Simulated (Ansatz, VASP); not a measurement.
# Two plane-wave programs on Cu

```xyz
1
Lattice="0.0000 1.7592 1.7592 1.7592 0.0000 1.7592 1.7592 1.7592 0.0000" Properties=species:S:1:pos:R:3 pbc="T T T"
Cu    0.0000    0.0000    0.0000
```

Alike in both runs: task relaxation of cell and atoms; functional LDA; k mesh 20 × 20 × 20; occupations fermi-dirac, width 0.15 eV; no spin polarisation.

```csv
,VASP,Ansatz
version,VASP 6.6.1,Ansatz 0.2.0
potentials or method,"VASP PAW LDA potentials, release 64 (Cu), cutoff 600 eV","scalar-relativistic, plane waves, PAW"
valence electrons in the cell,11,19
```

VASP gave:

- gap on the k mesh at the Fermi level, each at its own relaxed structure (eV): none
- relaxed volume (Å³/atom): 10.94
- relaxed cell length with the largest relative difference (Å): 2.492

Problem. What did Ansatz give for the same quantities?

Solution. gap on the k mesh at the Fermi level, each at its own relaxed structure (eV): none; relaxed volume (Å³/atom): 10.89; relaxed cell length with the largest relative difference (Å): 2.488.

Ansatz warns that its potentials were made for another functional, while VASP's fit it. LDA's correlation is that of Perdew and Zunger in VASP and of Perdew and Wang (1992) in Ansatz. A gap of «none» marks a metal or a gap that the smearing closes. VASP's potentials hold 11 valence electrons a cell and Ansatz's 19, so a difference there can come from the potentials and not from the codes.
